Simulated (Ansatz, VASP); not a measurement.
## Two plane-wave programs on CaO

```
Ca O
1.0
     4.89800    0.00000    0.00000
     0.00000   -4.89800    0.00000
     0.00000    0.00000   -4.89800
Ca O
4 4
Direct
  0.00000 0.50000 0.50000
  0.50000 0.00000 0.50000
  0.50000 0.50000 0.00000
  0.00000 0.00000 0.00000
  0.50000 0.00000 0.12250
  0.00000 0.50000 0.00000
  0.00000 0.00000 0.50000
  0.50000 0.50000 0.50000
```

Alike in both runs: task single point; functional LDA; k mesh 6 × 6 × 6; occupations gaussian, width 0.05 eV; no spin polarisation.

|  | VASP | Ansatz |
| --- | --- | --- |
| version | VASP 6.6.1 | Ansatz 0.2.0 |
| potentials or method | VASP PAW LDA potentials, release 64 (Ca_sv, O), cutoff 520 eV | scalar-relativistic, plane waves, PAW |
| valence electrons in the cell | 64 | 64 |

|  | VASP | Ansatz | Ansatz less VASP |
| --- | --- | --- | --- |
| gap on the k mesh at the Fermi level (eV) | 3.43 | 3.46 | +0.024 |
| least direct gap on the mesh (eV) | 3.43 | 3.46 | +0.024 |
| pressure (GPa) | -6.6 | -7.4 | -0.72 |
| traceless stress, the component that is largest in VASP (GPa) | 7.89 | 7.51 | -0.380 |
| rms of the force components (eV/Å) | 1.560 | 1.495 | -0.0649 |

LDA's correlation is that of Perdew and Zunger in VASP and of Perdew and Wang (1992) in Ansatz. Atom by atom the forces differ by 0.069 eV/Å (rms over components).
